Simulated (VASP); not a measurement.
Set up this calculation in VASP 6.6.1, as the native input.

* Task: single point
* Functional: PBE
* Potentials or basis: VASP PAW PBE potentials, release 64 (Si, O)
* Cutoff: 520 eV
* k mesh: 6 × 6 × 8
* Occupations: gaussian, width 0.05 eV
* Spin: no spin polarisation
* Dipole correction: no
* Further INCAR settings: ALGO = Normal; EDIFF = 1e-07; NBANDS = 25

The structure of SiO2 lies in POSCAR:

```
SiO2
1.0
    4.2358788266      0.0000000000      0.0000000000
    0.0000000000      4.1371828499      0.0000000000
    0.0000000000      0.0000000000      2.6897743046
Si O
2 4
Direct
    0.5000000000      0.5000000000      0.5000000000
    0.0000000000      0.0000000000      0.0000000000
    0.6930127927      0.6930127927      0.0000000000
    0.1930127927      0.8069872073      0.5000000000
    0.3069872073      0.3069872073      0.0000000000
    0.8069872073      0.1930127927      0.5000000000
```

The input as run:

INCAR

```
PREC = Accurate ; ENCUT = 520
EDIFF = 1E-7 ; ISMEAR = 0
SIGMA = 0.05 ; LREAL = F
LASPH = T ; NELM = 100
ALGO = Normal ; ISIF = 2
LWAVE = F ; LCHARG = F
GGA = PE ; NBANDS = 25
```

KPOINTS

```
regular mesh
0
Gamma
  6 6 8
```

Potentials or basis: VASP PAW PBE potentials, release 64 (Si, O).

Run with:

```console
$ cat potpaw_PBE.64/Si/POTCAR potpaw_PBE.64/O/POTCAR > POTCAR
$ mpirun -np 1 vasp_std > vasp.out
```

Results of the run:

```json
{
 "Pressure": "7.1 GPa",
 "Largest force": "0.264 eV/Å",
 "Band gap on the k mesh": "5.39 eV"
}
```

Caveat: the stress differs along the axes, from 4 to 12 GPa.

Run time: 86 s on 1 thread of Intel Xeon 8259CL, with other jobs on the host, peak memory 0.2 GiB.
